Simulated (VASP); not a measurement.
Write the native input for VASP 6.6.1 that does the following.

```
Task                   : single point
Functional             : LDA
Potentials or basis    : VASP PAW LDA potentials, release 64 (Cd, O)
Cutoff                 : 600 eV
k mesh                 : 6 × 6 × 6
Occupations            : fermi-dirac, width 0.02 eV
Spin                   : no spin polarisation
Dipole correction      : no
Further INCAR settings : ALGO = Normal; EDIFF = 1e-06; NBANDS = 16
```

The structure of CdO (Monteponite) lies in POSCAR:

```
CdO
1.0
    0.0000000000      2.3530040401      2.3530040401
    2.3530040401      0.0000000000      2.3530040401
    2.3530040401      2.3530040401      0.0000000000
Cd O
1 1
Direct
    0.0000000000      0.0000000000      0.0000000000
    0.5000000000      0.5000000000      0.5000000000
```

One way to write it, as run:

INCAR

```
PREC = Accurate
ENCUT = 600
EDIFF = 1E-6
ISMEAR = -1
SIGMA = 0.02
LREAL = False
LASPH = True
NELM = 120
ALGO = Normal
ISIF = 2
LWAVE = False
LCHARG = False
NBANDS = 16
GGA_COMPAT = False
```

KPOINTS

```
Automatic mesh
0
Gamma
  6 6 6
```

Potentials or basis: VASP PAW LDA potentials, release 64 (Cd, O).

The run is started by

```bash
$ cat potpaw_LDA.64/Cd/POTCAR potpaw_LDA.64/O/POTCAR > POTCAR
$ mpirun -np 1 vasp_std > vasp.out
```

It gave:

| Property | Result |
| --- | --- |
| Pressure | -5.2 GPa |
| Band gap on the k mesh | zero (band 9 reaches 1.74 eV, above the bottom of band 10 at 1.22 eV) |

Caveat: the k points lie up to 0.39 Å⁻¹ apart.

It took 4.3 s on 1 thread of Intel(R) Xeon(R) 6975P-C (Granite Rapids), on a shared host, peak memory 0.14 GiB.
